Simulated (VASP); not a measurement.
# Cu (Fm-3m) in VASP: a series of runs

The runs below take Cu through single point, with PBEsol, LDA.

Program: VASP 6.6.1. These are calculated values, not measurements. Logs are shortened: lines on timing, memory, paths and dates and some standing lists are left out, and cuts for length are marked.

## 1. The cell of the first run

Symmetry: Fm-3m, No. 225, cubic system. The conventional cell has a = 3.582 Å, b = 3.582 Å, c = 3.582 Å, α = 90.00°, β = 90.00°, γ = 90.00°. Within 3.3 Å of Cu (site symmetry m-3m) lie 12 Cu at 2.53 Å.

## 2. Single point, PBEsol

Input file INCAR:

```
PREC = Accurate
ENCUT = 520
EDIFF = 1E-7
ISMEAR = -1
SIGMA = 0.06
LREAL = F
LASPH = T
NELM = 60
ALGO = Normal
ISIF = 2
LWAVE = F
LCHARG = F
GGA = PS
NBANDS = 12
```

Input file KPOINTS:

```
regular mesh
0
Gamma
  12 12 12
```

Input file POSCAR:

```
Cu
1.0
    0.0000000000      1.7909305000      1.7909305000
    1.7909305000      0.0000000000      1.7909305000
    1.7909305000      1.7909305000      0.0000000000
Cu
1
Direct
    0.0000000000      0.0000000000      0.0000000000
```

Potentials or basis: VASP PAW PBE potentials, release 64 (Cu).

Launch:

```sh
> cat potpaw_PBE.64/Cu/POTCAR > POTCAR
> mpirun -np 1 vasp_std > vasp.out
```

OUTCAR:

```text
PREC = Accurate
   ENCUT = 520
   EDIFF = 1E-7
   ISMEAR = -1
   LREAL = F
   LASPH = T
   NELM = 60
   ISIF = 2
   GGA = PS

 ion  position               nearest neighbor table
   1  0.000  0.000  0.000-

  LATTYP: Found a face centered cubic cell.
 ALAT       =     3.5818610000

  Lattice vectors:

 A1 = (   0.0000000000,   1.7909305000,   1.7909305000)
 A2 = (   1.7909305000,   0.0000000000,   1.7909305000)
 A3 = (   1.7909305000,   1.7909305000,   0.0000000000)

Analysis of symmetry for initial positions (statically):
[... 5 lines left out ...]
 face centered cubic supercell.

 Subroutine GETGRP returns: Found 48 space group operations
 (whereof 48 operations were pure point group operations)
 out of a pool of 48 trial point group operations.

The static configuration has the point symmetry O_h .

Analysis of symmetry for dynamics (positions and initial velocities):
[... 5 lines left out ...]
 face centered cubic supercell.

 Subroutine GETGRP returns: Found 48 space group operations
 (whereof 48 operations were pure point group operations)
 out of a pool of 48 trial point group operations.

The dynamic configuration has the point symmetry O_h .

 Subroutine INISYM returns: Found 48 space group operations
 (whereof 48 operations are pure point group operations),
 and found     1 'primitive' translations

----------------------------------------------------------------------------------------

                                     Primitive cell

  volume of cell :      11.4886

  direct lattice vectors                    reciprocal lattice vectors
     0.000000000  1.790930500  1.790930500    -0.279184480  0.279184480  0.279184480
     1.790930500  0.000000000  1.790930500     0.279184480 -0.279184480  0.279184480
     1.790930500  1.790930500  0.000000000     0.279184480  0.279184480 -0.279184480

  length of vectors
     2.532758202  2.532758202  2.532758202     0.483561704  0.483561704  0.483561704

  position of ions in fractional coordinates (direct lattice)
     0.000000000  0.000000000  0.000000000

  ion indices of the primitive-cell ions
   primitive index   ion index
                 1           1

----------------------------------------------------------------------------------------

 KPOINTS: regular mesh

Automatic generation of k-mesh.
 Grid dimensions read from file:
 generate k-points for:   12   12   12

 Generating k-lattice:

  Cartesian coordinates                     Fractional coordinates (reciprocal lattice)
    -0.023265373  0.023265373  0.023265373     0.083333333  0.000000000  0.000000000
     0.023265373 -0.023265373  0.023265373     0.000000000  0.083333333  0.000000000
     0.023265373  0.023265373 -0.023265373     0.000000000  0.000000000  0.083333333

  Length of vectors
     0.040296809  0.040296809  0.040296809

  Shift w.r.t. Gamma in fractional coordinates (k-lattice)
     0.000000000  0.000000000  0.000000000

 Subroutine IBZKPT returns following result:
 ===========================================

 Found     72 irreducible k-points:

 Following reciprocal coordinates:
            Coordinates               Weight
  0.000000  0.000000  0.000000      1.000000
  0.083333  0.000000  0.000000      8.000000
  0.166667  0.000000  0.000000      8.000000
  0.250000  0.000000  0.000000      8.000000
  0.333333  0.000000  0.000000      8.000000
  0.416667  0.000000  0.000000      8.000000
[... 16 lines left out ...]
  0.500000  0.166667  0.000000     24.000000
 -0.416667  0.166667  0.000000     24.000000
 [... further k-points ...]
   k-points           NKPTS =     72   k-points in BZ     NKDIM =     72   number of bands    NBANDS=     12
   number of dos      NEDOS =    301   number of ions     NIONS =      1
   total plane-waves  NPLWV =   8000
   dimension x,y,z NGX =    20 NGY =   20 NGZ =   20
   dimension x,y,z NGXF=    40 NGYF=   40 NGZF=   40
   ions per type =               1
   NGX,Y,Z   is equivalent  to a cutoff of  13.13, 13.13, 13.13 a.u.
   NGXF,Y,Z  is equivalent  to a cutoff of  26.26, 26.26, 26.26 a.u.
 SYSTEM =  unknown system
   PREC   = accura    normal or accurate (medium, high low for compatibility)
   ISTART =      0    job   : 0-new  1-cont  2-samecut
   ICHARG =      2    charge: 1-file 2-atom 10-const
   ISPIN  =      1    spin polarized calculation?
   LNONCOLLINEAR =      F non collinear calculations
   LSORBIT =      F    spin-orbit coupling
   LASPH  =      T    aspherical Exc in radial PAW
   ENCUT  =  520.0 eV  38.22 Ry    6.18 a.u.   4.71  4.71  4.71*2*pi/ulx,y,z
   NELM   =     60;   NELMIN=  2; NELMDL= -5     # of ELM steps
   EDIFF  = 0.1E-06   stopping-criterion for ELM
   LREAL  =      F    real-space projection
   EDIFFG = 0.1E-05   stopping-criterion for IOM
   NSW    =      0    number of steps for IOM
   IBRION =     -1    ionic relax: 0-MD 1-quasi-New 2-CG
   NFREE  =      0    steps in history (QN), initial steepest desc. (CG)
   ISIF   =      2    stress and relaxation
   ISYM   =      2    0-nonsym 1-usesym 2-fastsym
   POTIM  = 0.5000    time-step for ionic-motion
   TEBEG  =    0.0;   TEEND  =   0.0 temperature during run
   PSTRESS=    0.0 pullay stress
   NELECT =      11.0000    total number of electrons
   NUPDOWN=      -1.0000    fix difference up-down
   EMIN   =  10.00;   EMAX   =-10.00  energy-range for DOS
   EFERMI =   0.00;   METHOD = LEGACY
   ISMEAR =    -1;   SIGMA  =   0.06  broadening in eV -4-tet -1-fermi 0-gaus
   EFERMI_NEDOS =   21; number of points for ismear=-14 and -15
   IALGO  =     38    algorithm
   IMIX   =      4    mixing-type and parameters
     AMIX     =   0.40;   BMIX     =  1.00
     AMIX_MAG =   1.60;   BMIX_MAG =  1.00
  volume/ion in A,a.u.               =      11.49        77.53
  Fermi-wavevector in a.u.,A,eV,Ry     =   1.613555  3.049176 35.423563  2.603558
  Thomas-Fermi vector in A             =   2.708605
   LORBIT       =      0    0 simple, 1 ext, 2 COOP (PROOUT), +10 PAW based schemes
   GGA     = PS    functional components
   LHFCALC =     F    Hartree Fock is set to
   AEXX    =    0.0000 exact exchange contribution
   IVDW    =     0    specifies the selected vdW correction
   LEPSILON=     F    determine dielectric tensor
   LRPA    =     F    only Hartree local field effects (RPA)
 non-spin polarized calculation
  energy-cutoff  :      520.00
  volume of cell :       11.49
 maximum number of plane-waves:       331
   NGX =  9   NGY =  9   NGZ =  9

 number of electron      11.0000011 magnetization

 Free energy of the ion-electron system (eV)
  ---------------------------------------------------
  ext. energy  EPLUGINS =         0.00000000
  ---------------------------------------------------
  free energy    TOTEN  =        -4.30636369 eV

  energy without entropy =       -4.30239285  energy(sigma->0) =       -4.30437827

 E-fermi :   7.6626     XC(G=0): -13.0706

 val. band max:        7.5779851169   @ k =   0.4167   0.4167   0.0000
 cond. band min:       7.6690659563   @ k =   0.5000   0.3333   0.1667
 fundamental gap:      0.0910808394
 Fermi energy:         7.6626384056

 k-point     1 :       0.0000    0.0000    0.0000
  band No.  band energies     occupation
      1      -1.8559      2.00000
      2       4.6280      2.00000
      3       4.6280      2.00000
      4       4.6280      2.00000
      5       5.4964      2.00000
      6       5.4964      2.00000
      7      30.5498      0.00000
      8      33.3794      0.00000
      9      33.3794      0.00000
     10      33.3794      0.00000
     11      35.8798      0.00000
     12      35.8798      0.00000

 k-point     2 :       0.0833    0.0000    0.0000
  band No.  band energies     occupation
      1      -1.5985      2.00000
      2       4.5728      2.00000
      3       4.6763      2.00000
      4       4.6763      2.00000
      5       5.4781      2.00000
      6       5.4781      2.00000
      7      28.8892      0.00000
      8      31.5082      0.00000
      9      32.6778      0.00000
     10      32.6778      0.00000
     11      36.9285      0.00000
     12      36.9285      0.00000

 k-point     3 :       0.1667    0.0000    0.0000
  band No.  band energies     occupation
      1      -0.8479      2.00000
      2       4.4433      2.00000
      3       4.7731      2.00000
      4       4.7731      2.00000
      5       5.4684      2.00000
      6       5.4684      2.00000
      7      24.6409      0.00000
      8      31.0317      0.00000
      9      31.6908      0.00000
     10      31.6908      0.00000
     11      37.7287      0.00000
     12      38.2452      0.00000

 k-point     4 :       0.2500    0.0000    0.0000
  band No.  band energies     occupation
      1       0.3054      2.00000
      2       4.3583      2.00000
      3       4.7926      2.00000
      4       4.7926      2.00000
      5       5.5804      2.00000
      6       5.5804      2.00000
      7      20.3919      0.00000
      8      30.4597      0.00000
      9      30.9412      0.00000
     10      30.9412      0.00000
     11      36.6518      0.00000
     12      36.6518      0.00000

 k-point     5 :       0.3333    0.0000    0.0000
  band No.  band energies     occupation
      1       1.5684      2.00000
      2       4.6095      2.00000
      3       4.7143      2.00000
      4       4.7143      2.00000
      5       5.8056      2.00000
      6       5.8056      2.00000
      7      16.5076      0.00000
      8      29.7656      0.00000
      9      30.4716      0.00000
     10      30.4716      0.00000
     11      34.8380      0.00000
     12      34.8380      0.00000
[... 228 lines left out ...]
      1       1.4717      2.00000
      2       3.9789      2.00000
      3       4.6831      2.00000
      4       5.0877      2.00000
      5       5.8319      2.00000
      6       5.9029      2.00000
      7      19.7274      0.00000
      8      25.8836      0.00000
      9      26.8237      0.00000
     10      28.7978      0.00000
     11      35.0596      0.00000
     12      40.1951      0.00000

 k-point    22 :       0.4167    0.1667    0.0000
  band No.  band energies     occupation
      1       2.4972      2.00000
      2       4.0757      2.00000
      3       4.5438      2.00000
      4       5.0135      2.00000
      5       6.0667      2.00000
      6       6.7313      2.00000
      7      15.9757      0.00000
      8      25.1670      0.00000
      9      25.7225      0.00000
     10      28.3814      0.00000
     11      38.2764      0.00000
     12      39.5635      0.00000

 k-point    23 :       0.5000    0.1667    0.0000
  band No.  band energies     occupation
      1       2.9307      2.00000
      2       4.2037      2.00000
      3       4.7026      2.00000
      4       4.9345      2.00000
      5       6.1082      2.00000
      6       8.2034      0.00024
      7      12.8732      0.00000
      8      23.7339      0.00000
      9      26.1641      0.00000
     10      28.3846      0.00000
     11      38.2978      0.00000
     12      38.6799      0.00000

 k-point    24 :      -0.4167    0.1667    0.0000
  band No.  band energies     occupation
      1       2.9901      2.00000
      2       4.2548      2.00000
      3       4.7884      2.00000
      4       4.8981      2.00000
      5       5.9851      2.00000
      6       8.7282      0.00000
      7      12.1780      0.00000
      8      22.7217      0.00000
      9      27.2161      0.00000
     10      28.7937      0.00000
     11      37.3931      0.00000
     12      38.1746      0.00000

 [... further k-points ...]
[... 5 lines left out ...]
  --------------------------------------------------------------------------------------
  -------------------------------------------------------------------------------------
  Total       -0.1333014     -0.1333014     -0.1333014      0.0000000      0.0000000     -0.0000000
  in kB      -18.5899806    -18.5899806    -18.5899806      0.0000000      0.0000000     -0.0000000
  external PRESSURE =     -18.5899806 kB  Pullay stress =       0.0000000 kB

 VOLUME and BASIS-vectors are now :
 -----------------------------------------------------------------------------
  energy-cutoff  :      520.00
  volume of cell :       11.49
      direct lattice vectors                 reciprocal lattice vectors
     0.000000000  1.790930500  1.790930500    -0.279184480  0.279184480  0.279184480
     1.790930500  0.000000000  1.790930500     0.279184480 -0.279184480  0.279184480
     1.790930500  1.790930500  0.000000000     0.279184480  0.279184480 -0.279184480

 POSITION                                       TOTAL-FORCE (eV/Angst)
 -----------------------------------------------------------------------------------
      0.00000      0.00000      0.00000         0.000000      0.000000      0.000000
 -----------------------------------------------------------------------------------
    total drift:                                0.000000     -0.000000      0.000000

  FREE ENERGIE OF THE ION-ELECTRON SYSTEM (eV)
  ---------------------------------------------------
  free  energy   TOTEN  =        -4.3063636929 eV

  energy  without entropy=       -4.3023928514  energy(sigma->0) =       -4.30437827
```

It took 15 s on 1 thread of Intel Xeon 8259CL, shared host; peak memory 0.13 GiB.

What came out:

```yaml
Free_energy: -4.3064 eV
Pressure: -1.9 GPa
```

Levels at points of the mesh, in eV from the Fermi level:
```csv
k point,band 3,band 4,band 5,band 6,band 7,band 8,band 9,band 10
"(0.00, 0.00, 0.00)",-3.03,-3.03,-2.17,-2.17,22.89,25.72,25.72,25.72
"(0.50, 0.00, 0.00)",-3.07,-1.57,-1.57,-1.04,3.96,21.37,22.53,22.53
"(0.50, 0.50, 0.00)",-1.59,-1.43,-1.43,1.52,7.37,13.33,13.33,17.92
```

Caveat: the PAW data sets were made with another functional, which shifts forces and pressure a little.

## 3. Single point, LDA

Input file INCAR:

```
SYSTEM = Cu
PREC = Accurate
ENCUT = 520
EDIFF = 1E-6
ISMEAR = -1
SIGMA = 0.06
LREAL = .FALSE.
LASPH = .TRUE.
NELM = 100
ALGO = Normal
ISIF = 2
LWAVE = .FALSE.
LCHARG = .TRUE.
GGA = CA
LELF = .TRUE.
LVHAR = .TRUE.
NBANDS = 12
```

Input file KPOINTS:

```
regular mesh
0
G
  12 12 12
  0 0 0
```

POSCAR is that of step 2.

Potentials or basis: VASP PAW LDA potentials, release 64 (Cu).

Launch:

```sh
> cat potpaw_LDA.64/Cu/POTCAR > POTCAR
> mpirun -np 1 vasp_std > vasp.out
```

It took 14 s on 1 thread of Intel Xeon 8259CL, shared host; peak memory 0.12 GiB.

Results (log left out):

- Free energy: -4.6916 eV
- Pressure: -8.1 GPa

Levels at points of the mesh, in eV from the Fermi level:
```
           k point  band 2  band 3  band 4  band 5  band 6  band 7  band 8  band 9  band 10  band 11
(0.00, 0.00, 0.00)   -3.08   -3.08   -3.08   -2.20   -2.20   22.99   25.67   25.67    25.67    28.23
(0.50, 0.00, 0.00)   -3.11   -3.11   -1.61   -1.61   -0.97    3.95   21.49   22.43    22.43    25.57
(0.50, 0.50, 0.00)   -4.53   -1.62   -1.46   -1.46    1.55    7.39   13.30   13.30    18.01    20.80
```

[end of part 1 of 2]
